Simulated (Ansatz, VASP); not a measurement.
**InSe: VASP beside Ansatz**

```
CELL_PARAMETERS angstrom
2.00000 1.15470 8.56617
-2.00000 1.15470 8.56617
0.00000 -2.30940 8.56617
ATOMIC_POSITIONS crystal
In 0.00000 0.00000 0.00000
In 0.11220 0.11220 0.11220
Se 0.61550 0.61550 0.61550
Se 0.83000 0.83000 0.83000
```

Change from the starting cell: zz strain of +3 %, crystal datasets.

Alike in both runs: task electric field gradients; functional PBEsol; k mesh 7 × 7 × 7; occupations fermi-dirac, width 0.01 eV; no spin polarisation.

|  | VASP | Ansatz |
| --- | --- | --- |
| version | VASP 6.6.1 | Ansatz 0.2.0 |
| potentials or method | VASP PAW PBE potentials, release 64 (In_d, Se), cutoff 520 eV | all-electron PAW with datasets made for the crystal, scalar-relativistic |

```tsv
	VASP	Ansatz	Ansatz less VASP
gap on the k mesh at the Fermi level (eV)	0.69	0.70	+0.011
pressure (GPa)	-1.1	-1.1	-0.05
traceless stress, the component that is largest in VASP (GPa)	-1.48	-1.47	+0.006
rms of the force components (eV/Å)	0.135	0.134	-0.0006
size of Vzz on the site where it differs most (V/Å²)	90.0	93.7	+3.73
```

VASP's potentials were made for PBE, not for PBEsol. Atom by atom the forces differ by 0.010 eV/Å (rms over components). Ansatz ran all-electron here, and VASP with PAW potentials.
